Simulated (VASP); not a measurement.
# Br: single point with PBEsol

Br:

```xyz
2
Lattice="0.0000 3.4264 3.4264 3.4264 0.0000 3.4264 3.4264 3.4264 0.0000" Properties=species:S:1:pos:R:3 pbc="T T T"
Br   -0.8566   -0.8566   -0.8566
Br    0.8566    0.8566    0.8566
```

```yaml
Program: VASP 6.6.1
Task: single point
Functional: PBEsol
Potentials_or_basis: VASP PAW PBE potentials, release 64 (Br)
Cutoff: 520 eV
k_mesh: 11 × 11 × 11
Occupations: fermi-dirac, width 0.1 eV
Spin: no spin polarisation
Dipole_correction: no
Further_INCAR_settings: ALGO = Normal; EDIFF = 1e-06; NBANDS = 14
```

```json
{
  "Pressure": "0.0 GPa",
  "Band gap on the k mesh": "zero (band 7 reaches -0.50 eV, above the bottom of band 8 at -1.86 eV)"
}
```

Levels at points of the mesh, in eV from the Fermi level:
```csv
k point,band 4,band 5,band 6,band 7,band 8,band 9,band 10,band 11
"(0.00, 0.00, 0.00)",-2.95,-2.95,-0.97,-0.97,-0.97,5.08,8.91,8.91
```

It took 30 s on 1 thread of AMD EPYC 9R45 96-Core Processor (Zen 5), with other jobs on the host, peak memory 0.19 GiB.

Caveat: the PAW data sets were made with another functional, which shifts forces and pressure a little.
